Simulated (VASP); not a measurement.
# Sb2Se3 (Fd-3m) in VASP: relaxation of cell and atoms with PBE

Aim: the relaxation of cell and atoms of Sb2Se3 with PBE.

Program: VASP 6.6.1. These are calculated values, not measurements. Logs are shortened: lines on timing, memory, paths and dates and some standing lists are left out, and cuts for length are marked.

### Step 1. The cell of the first run

It takes space group Fd-3m (No. 227, cubic). Conventional cell: a = 10.524 Å, b = 10.524 Å, c = 10.524 Å, α = 90.00°, β = 90.00°, γ = 90.00°. Within 3.0 Å of Sb (site symmetry -3m) lie 2 Se at 2.28 Å. Within 4.9 Å of Se (site symmetry -3m) lie 12 Se at 3.72 to 4.36 Å and 6 Sb at 3.72 Å. Within 3.0 Å of Se (site symmetry -43m) lie 4 Sb at 2.28 Å.

The cell was built from a structure type or drawn by symmetry, and may not be a known phase.

### Step 2. Relaxation of cell and atoms, PBE

Contents of INCAR:

```
PREC = Accurate ; ENCUT = 500
EDIFF = 1E-7 ; ISMEAR = 0
SIGMA = 0.15 ; LREAL = False
LASPH = True ; NELM = 120
ALGO = Normal ; ISIF = 3
LWAVE = False ; LCHARG = False
GGA = PE ; IBRION = 2
NSW = 36 ; EDIFFG = -0.08
GGA_COMPAT = False ; NELMIN = 4
```

Contents of KPOINTS:

```
regular mesh
0
Gamma
  2 2 2
```

Contents of POSCAR:

```
Sb2Se3
1.0
    0.0000000000      5.2619859700      5.2619859700
    5.2619859700      0.0000000000      5.2619859700
    5.2619859700      5.2619859700      0.0000000000
Sb Se
4 6
Direct
    0.1250000000      0.1250000000      0.1250000000
    0.1250000000      0.1250000000      0.6250000000
    0.1250000000      0.6250000000      0.1250000000
    0.6250000000      0.1250000000      0.1250000000
    0.6250000000      0.6250000000      0.6250000000
    0.6250000000      0.6250000000      0.1250000000
    0.6250000000      0.1250000000      0.6250000000
    0.1250000000      0.6250000000      0.6250000000
    0.0000000000      0.0000000000      0.0000000000
    0.2500000000      0.2500000000      0.2500000000
```

Potentials or basis: VASP PAW PBE potentials, release 64 (Sb, Se).

On the command line:

```bash
$ cat potpaw_PBE.64/Sb/POTCAR potpaw_PBE.64/Se/POTCAR > POTCAR
$ mpirun -np 1 vasp_std > vasp.out
```

OUTCAR:

```text
PREC = Accurate
   ENCUT = 500
   EDIFF = 1E-7
   ISMEAR = 0
   LREAL = False
   LASPH = True
   NELM = 120
   ISIF = 3
   GGA = PE
   IBRION = 2
   NSW = 36
   EDIFFG = -0.08
   NELMIN = 4

 ion  position               nearest neighbor table
   1  0.125  0.125  0.125-   9 2.28  10 2.28   4 3.72   2 3.72   3 3.72   2 3.72   3 3.72   4 3.72

   2  0.125  0.125  0.625-   9 2.28  10 2.28   1 3.72   1 3.72   3 3.72   4 3.72   3 3.72   4 3.72

   3  0.125  0.625  0.125-   9 2.28  10 2.28   1 3.72   2 3.72   1 3.72   2 3.72   4 3.72   4 3.72

   4  0.625  0.125  0.125-   9 2.28  10 2.28   1 3.72   2 3.72   3 3.72   1 3.72   2 3.72   3 3.72

   5  0.625  0.625  0.625-
   6  0.625  0.625  0.125-
   7  0.625  0.125  0.625-
   8  0.125  0.625  0.625-
   9  0.000  0.000  0.000-   1 2.28   2 2.28   3 2.28   4 2.28
  10  0.250  0.250  0.250-   1 2.28   2 2.28   3 2.28   4 2.28

  LATTYP: Found a face centered cubic cell.
 ALAT       =    10.5239719400

  Lattice vectors:

 A1 = (   0.0000000000,   5.2619859700,   5.2619859700)
 A2 = (   5.2619859700,   0.0000000000,   5.2619859700)
 A3 = (   5.2619859700,   5.2619859700,   0.0000000000)

Analysis of symmetry for initial positions (statically):
=====================================================================
 Subroutine PRICEL returns:
 Original cell was already a primitive cell.

 Routine SETGRP: Setting up the symmetry group for a
 face centered cubic supercell.

 Subroutine GETGRP returns: Found 48 space group operations
 (whereof 24 operations were pure point group operations)
 out of a pool of 48 trial point group operations.

The static configuration has the point symmetry T_d .
 The point group associated with its full space group is O_h .

Analysis of symmetry for dynamics (positions and initial velocities):
=====================================================================
 Subroutine PRICEL returns:
 Original cell was already a primitive cell.

 Routine SETGRP: Setting up the symmetry group for a
 face centered cubic supercell.

 Subroutine GETGRP returns: Found 48 space group operations
 (whereof 24 operations were pure point group operations)
 out of a pool of 48 trial point group operations.

The dynamic configuration has the point symmetry T_d .
 The point group associated with its full space group is O_h .

 Subroutine INISYM returns: Found 48 space group operations
 (whereof 24 operations are pure point group operations),
 and found     1 'primitive' translations

----------------------------------------------------------------------------------------

                                     Primitive cell

  volume of cell :     291.3930

  direct lattice vectors                    reciprocal lattice vectors
     0.000000000  5.261985970  5.261985970    -0.095021158  0.095021158  0.095021158
     5.261985970  0.000000000  5.261985970     0.095021158 -0.095021158  0.095021158
     5.261985970  5.261985970  0.000000000     0.095021158  0.095021158 -0.095021158

  length of vectors
     7.441571924  7.441571924  7.441571924     0.164581473  0.164581473  0.164581473

  position of ions in fractional coordinates (direct lattice)
     0.125000000  0.125000000  0.125000000
     0.125000000  0.125000000  0.625000000
     0.125000000  0.625000000  0.125000000
     0.625000000  0.125000000  0.125000000
     0.625000000  0.625000000  0.625000000
     0.625000000  0.625000000  0.125000000
     0.625000000  0.125000000  0.625000000
     0.125000000  0.625000000  0.625000000
     0.000000000  0.000000000  0.000000000
     0.250000000  0.250000000  0.250000000

  ion indices of the primitive-cell ions
   primitive index   ion index
                 1           1
                 2           2
                 3           3
                 4           4
                 5           5
                 6           6
                 7           7
                 8           8
                 9           9
                10          10

----------------------------------------------------------------------------------------

 KPOINTS: regular mesh

Automatic generation of k-mesh.
 Grid dimensions read from file:
 generate k-points for:    2    2    2

 Generating k-lattice:

  Cartesian coordinates                     Fractional coordinates (reciprocal lattice)
    -0.047510579  0.047510579  0.047510579     0.500000000  0.000000000  0.000000000
     0.047510579 -0.047510579  0.047510579     0.000000000  0.500000000  0.000000000
     0.047510579  0.047510579 -0.047510579     0.000000000  0.000000000  0.500000000

  Length of vectors
     0.082290737  0.082290737  0.082290737

  Shift w.r.t. Gamma in fractional coordinates (k-lattice)
     0.000000000  0.000000000  0.000000000

 Subroutine IBZKPT returns following result:
 ===========================================

 Found      3 irreducible k-points:

 Following reciprocal coordinates:
            Coordinates               Weight
  0.000000  0.000000  0.000000      1.000000
  0.500000  0.000000  0.000000      4.000000
  0.500000  0.500000  0.000000      3.000000
   k-points           NKPTS =      3   k-points in BZ     NKDIM =      3   number of bands    NBANDS=     34
   number of dos      NEDOS =    301   number of ions     NIONS =     10
   total plane-waves  NPLWV = 157464
   dimension x,y,z NGX =    54 NGY =   54 NGZ =   54
   dimension x,y,z NGXF=   108 NGYF=  108 NGZF=  108
   ions per type =               4   6
   NGX,Y,Z   is equivalent  to a cutoff of  12.06, 12.06, 12.06 a.u.
   NGXF,Y,Z  is equivalent  to a cutoff of  24.13, 24.13, 24.13 a.u.
 SYSTEM =  unknown system
   PREC   = accura    normal or accurate (medium, high low for compatibility)
   ISTART =      0    job   : 0-new  1-cont  2-samecut
   ICHARG =      2    charge: 1-file 2-atom 10-const
   ISPIN  =      1    spin polarized calculation?
   LNONCOLLINEAR =      F non collinear calculations
   LSORBIT =      F    spin-orbit coupling
   LASPH  =      T    aspherical Exc in radial PAW
   ENCUT  =  500.0 eV  36.75 Ry    6.06 a.u.  13.57 13.57 13.57*2*pi/ulx,y,z
   NELM   =    120;   NELMIN=  4; NELMDL= -5     # of ELM steps
   EDIFF  = 0.1E-06   stopping-criterion for ELM
   LREAL  =      F    real-space projection
   EDIFFG = -.8E-01   stopping-criterion for IOM
   NSW    =     36    number of steps for IOM
   IBRION =      2    ionic relax: 0-MD 1-quasi-New 2-CG
   NFREE  =      1    steps in history (QN), initial steepest desc. (CG)
   ISIF   =      3    stress and relaxation
   ISYM   =      2    0-nonsym 1-usesym 2-fastsym
   POTIM  = 0.5000    time-step for ionic-motion
   TEBEG  =    0.0;   TEEND  =   0.0 temperature during run
   PSTRESS=    0.0 pullay stress
   NELECT =      56.0000    total number of electrons
   NUPDOWN=      -1.0000    fix difference up-down
   EMIN   =  10.00;   EMAX   =-10.00  energy-range for DOS
   EFERMI =   0.00;   METHOD = LEGACY
   ISMEAR =     0;   SIGMA  =   0.15  broadening in eV -4-tet -1-fermi 0-gaus
   EFERMI_NEDOS =   21; number of points for ismear=-14 and -15
   IALGO  =     38    algorithm
   IMIX   =      4    mixing-type and parameters
     AMIX     =   0.40;   BMIX     =  1.00
     AMIX_MAG =   1.60;   BMIX_MAG =  1.00
  volume/ion in A,a.u.               =      29.14       196.64
  Fermi-wavevector in a.u.,A,eV,Ry     =   0.944738  1.785295 12.143594  0.892529
  Thomas-Fermi vector in A             =   2.072571
   LORBIT       =      0    0 simple, 1 ext, 2 COOP (PROOUT), +10 PAW based schemes
   GGA     = PE    functional components
   LHFCALC =     F    Hartree Fock is set to
   AEXX    =    0.0000 exact exchange contribution
   IVDW    =     0    specifies the selected vdW correction
   LEPSILON=     F    determine dielectric tensor
   LRPA    =     F    only Hartree local field effects (RPA)
 conjugate gradient relaxation of ions
 non-spin polarized calculation
 Gauss-broadening in eV      SIGMA  =   0.15
  energy-cutoff  :      500.00
  volume of cell :      291.39
 maximum number of plane-waves:      7391
   NGX = 27   NGY = 27   NGZ = 27

--------------------------------------- Ionic step        1  -------------------------------------------

 number of electron      55.9999995 magnetization

 Free energy of the ion-electron system (eV)
  ---------------------------------------------------
  ext. energy  EPLUGINS =         0.00000000
  ---------------------------------------------------
  free energy    TOTEN  =       -20.50799068 eV

  energy without entropy =      -20.42337131  energy(sigma->0) =      -20.46568100

------------------------ aborting loop because EDIFF is reached ----------------------------------------

  FORCE on cell =-STRESS in cart. coord.  units (eV):
  Direction    XX          YY          ZZ          XY          YZ          ZX
  --------------------------------------------------------------------------------------
  -------------------------------------------------------------------------------------
  Total       32.0154062     32.0154062     32.0154062     -0.0000000     -0.0000000      0.0000000
  in kB      176.0315630    176.0315630    176.0315630     -0.0000000     -0.0000000      0.0000000
  external PRESSURE =     176.0315630 kB  Pullay stress =       0.0000000 kB

 VOLUME and BASIS-vectors are now :
 -----------------------------------------------------------------------------
  energy-cutoff  :      500.00
  volume of cell :      291.39
      direct lattice vectors                 reciprocal lattice vectors
     0.000000000  5.261985970  5.261985970    -0.095021158  0.095021158  0.095021158
     5.261985970  0.000000000  5.261985970     0.095021158 -0.095021158  0.095021158
     5.261985970  5.261985970  0.000000000     0.095021158  0.095021158 -0.095021158
[... 46 lines left out ...]
 -----------------------------------------------------------------------------------
      1.51868      1.51868      1.51868         0.000000     -0.000000     -0.000000
      4.55603      4.55603      1.51868         0.000000     -0.000000     -0.000000
      4.55603      1.51868      4.55603         0.000000     -0.000000     -0.000000
      1.51868      4.55603      4.55603         0.000000     -0.000000     -0.000000
      7.59338      7.59338      7.59338         0.000000     -0.000000     -0.000000
      4.55603      4.55603      7.59338         0.000000     -0.000000     -0.000000
      4.55603      7.59338      4.55603         0.000000     -0.000000     -0.000000
      7.59338      4.55603      4.55603         0.000000     -0.000000     -0.000000
     12.14941      6.07470      6.07470        -0.000000      0.000000      0.000000
      3.03735      3.03735      3.03735         0.000000     -0.000000     -0.000000
 -----------------------------------------------------------------------------------
    total drift:                                0.000000      0.000000     -0.000000

  FREE ENERGIE OF THE ION-ELECTRON SYSTEM (eV)
  ---------------------------------------------------
  free  energy   TOTEN  =       -24.9534232714 eV

  energy  without entropy=      -24.7615509207  energy(sigma->0) =      -24.85748710

--------------------------------------- Ionic step        3  -------------------------------------------

 number of electron      56.0000002 magnetization

 Free energy of the ion-electron system (eV)
  ---------------------------------------------------
  ext. energy  EPLUGINS =         0.00000000
  ---------------------------------------------------
  free energy    TOTEN  =       -25.19084333 eV

  energy without entropy =      -25.03379561  energy(sigma->0) =      -25.11231947

 E-fermi :   1.2605     XC(G=0):  -7.7297

 val. band max:        1.1445710246   @ k =   0.5000   0.0000   0.0000
 cond. band min:       1.3179263150   @ k =   0.5000   0.5000   0.0000
 fundamental gap:      0.1733552904
 Fermi energy:         1.2604666545

 k-point     1 :       0.0000    0.0000    0.0000
  band No.  band energies     occupation
      1     -13.7642      2.00000
      2     -13.3195      2.00000
      3     -10.2078      2.00000
      4      -9.9401      2.00000
      5      -9.9401      2.00000
      6      -9.9401      2.00000
[... 122 lines left out ...]
 POSITION                                       TOTAL-FORCE (eV/Angst)
 -----------------------------------------------------------------------------------
      1.46676      1.46676      1.46676         0.000000      0.000000     -0.000000
      4.40028      4.40028      1.46676         0.000000      0.000000     -0.000000
      4.40028      1.46676      4.40028         0.000000      0.000000     -0.000000
      1.46676      4.40028      4.40028         0.000000      0.000000     -0.000000
      7.33380      7.33380      7.33380         0.000000      0.000000     -0.000000
      4.40028      4.40028      7.33380         0.000000      0.000000     -0.000000
      4.40028      7.33380      4.40028         0.000000      0.000000     -0.000000
      7.33380      4.40028      4.40028         0.000000      0.000000     -0.000000
     -0.00000      0.00000      0.00000        -0.000000     -0.000000      0.000000
      2.93352      2.93352      2.93352         0.000000      0.000000      0.000000
 -----------------------------------------------------------------------------------
    total drift:                                0.000000      0.000000     -0.000000

  FREE ENERGIE OF THE ION-ELECTRON SYSTEM (eV)
  ---------------------------------------------------
  free  energy   TOTEN  =       -25.1908433349 eV

  energy  without entropy=      -25.0337956095  energy(sigma->0) =      -25.11231947

 reached required accuracy - stopping structural energy minimisation
```

It took 2.2 min on 1 thread of Intel Xeon 6975P-C (Granite Rapids), shared host; peak memory 0.41 GiB.

Results:

```
Free energy                           : -25.1908 eV
Relaxed volume                        : 40.39 Å³/atom
Relaxed cell                          : a = 8.297 Å, b = 8.297 Å, c = 8.297 Å, α = 60.00°, β = 60.00°, γ = 60.00°
Space group after relaxing (to 0.1 Å) : Fd-3m (No. 227)
Energy gained by relaxing             : 468.3 meV/atom
Ionic steps                           : 3
Pressure after relaxing               : 0.3 GPa
Band gap on the k mesh                : zero (bands 28 and 29 overlap by 0.01 eV)
```

Step by step:
```tsv
step	energy change (eV)	largest force (eV/Å)	pressure (GPa)	volume (Å³)
1	0.0000	0.0000	17.60	291.39
2	-4.4454	0.0000	-1.77	448.34
3	-4.6829	0.0000	0.27	403.91
```

Final structure:
```
Sb Se
1.0
     0.00000    5.86704    5.86704
     5.86704    0.00000    5.86704
     5.86704    5.86704    0.00000
Sb Se
4 6
Direct
  0.12500 0.12500 0.12500
  0.12500 0.12500 0.62500
  0.12500 0.62500 0.12500
  0.62500 0.12500 0.12500
  0.62500 0.62500 0.62500
  0.62500 0.62500 0.12500
  0.62500 0.12500 0.62500
  0.12500 0.62500 0.62500
  0.00000 0.00000 0.00000
  0.25000 0.25000 0.25000
```

Levels at points of the mesh, in eV from the Fermi level:
| k point | band 24 | band 25 | band 26 | band 27 | band 28 | band 29 | band 30 | band 31 | band 32 | band 33 |
| --- | --- | --- | --- | --- | --- | --- | --- | --- | --- | --- |
| (0.00, 0.00, 0.00) | -0.26 | -0.26 | 0.07 | 0.07 | 0.07 | 0.40 | 0.40 | 0.69 | 0.69 | 0.69 |
| (0.50, 0.00, 0.00) | -0.56 | -0.56 | -0.35 | -0.35 | -0.12 | 0.13 | 0.13 | 0.20 | 0.54 | 0.54 |
| (0.50, 0.50, 0.00) | -0.88 | -0.62 | -0.62 | -0.48 | -0.48 | 0.06 | 0.06 | 0.24 | 0.24 | 0.49 |

Caveat: the k points lie up to 0.46 Å⁻¹ apart in the final cell; the volume moved by over 15 % at a fixed basis, so the end points are rough; spin-orbit coupling is left out, which moves the levels of the heavy elements.
